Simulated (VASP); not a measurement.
## InGaAs2: single point with PBEsol

The system is InGaAs2.

```
In Ga As
1.0
     4.14412    0.00000    0.00000
     0.00000    4.14412    0.00000
     0.00000    0.00000    5.90400
In Ga As
1 1 2
Direct
  0.00000 0.00000 0.50000
  0.50000 0.50000 0.00000
  0.50000 0.00000 0.76971
  0.00000 0.50000 0.23029
```

```json
{
  "Program": "VASP 6.6.1",
  "Task": "single point",
  "Functional": "PBEsol",
  "Potentials or basis": "VASP PAW PBE potentials, release 64 (In_d, Ga_d, As)",
  "Cutoff": "520 eV",
  "k mesh": "8 × 8 × 6",
  "Occupations": "gaussian, width 0.1 eV",
  "Spin": "no spin polarisation"
}
```

| Property | Result |
| --- | --- |
| Pressure | 0.1 GPa |
| Band gap on the k mesh | zero (filled and empty bands touch) |

Levels at points of the mesh, in eV from the Fermi level:
```csv
k point,band 14,band 15,band 16,band 17,band 18,band 19,band 20,band 21,band 22,band 23
"(0.00, 0.00, 0.00)",-2.60,-2.60,-0.22,-0.21,-0.04,-0.04,1.43,1.74,3.72,3.72
"(0.50, 0.00, 0.00)",-5.10,-3.30,-3.04,-1.50,-0.90,1.97,3.03,4.75,4.86,5.21
"(0.50, 0.50, 0.00)",-5.91,-2.72,-2.56,-2.56,-2.38,1.32,1.32,1.51,1.87,9.27
"(0.00, 0.00, 0.50)",-4.01,-1.95,-1.95,-1.28,-1.28,1.80,1.88,2.71,3.23,6.06
"(0.50, 0.00, 0.50)",-6.08,-1.46,-1.16,-1.13,-0.80,0.50,1.00,4.17,4.53,4.58
"(0.50, 0.50, 0.50)",-5.65,-3.36,-3.25,-3.16,-3.16,4.17,4.25,4.30,4.30,4.93
```

It took 89 s on 1 thread of Intel(R) Xeon(R) Platinum 8488C (Sapphire Rapids) (shared host), peak memory 0.32 GiB.

Caveat: the PAW data sets were made with another functional, which shifts forces and pressure a little; spin-orbit coupling is left out, which moves the levels of the heavy elements.
